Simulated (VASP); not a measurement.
Here is a VASP 6.6.1 calculation.

File INCAR:

```
SYSTEM = ZrH2
  PREC = Accurate
  ENCUT = 500
  EDIFF = 1E-6
  ISMEAR = 1
  SIGMA = 0.15
  LREAL = .False.
  LASPH = .True.
  NELM = 120
  ALGO = Normal
  ISIF = 2
  LWAVE = .False.
  LCHARG = .False.
  NBANDS = 14
  GGA_COMPAT = .False.
```

KPOINTS

```
regular mesh
0
Gamma
  11 11 11
  0 0 0
```

File POSCAR:

```
ZrH2
1.0
    0.0000000000      2.4092250000      2.4092250000
    2.4092250000      0.0000000000      2.4092250000
    2.4092250000      2.4092250000      0.0000000000
Zr H
1 2
Direct
    0.0000000000      0.0000000000      0.0000000000
    0.7500000000      0.7500000000      0.7500000000
    0.2500000000      0.2500000000      0.2500000000
```

Potentials or basis: VASP PAW LDA potentials, release 64 (Zr_sv, H).

Run with:

```bash
$ cat potpaw_LDA.64/Zr_sv/POTCAR potpaw_LDA.64/H/POTCAR > POTCAR
$ mpirun -np 1 vasp_std > vasp.out
```

What does it give for the pressure?

-6.9 GPa.

What does it give for the band gap on the k mesh?

Zero (bands 7 and 8 overlap by 0.69 eV).

Caveat: the cell stands under tension.
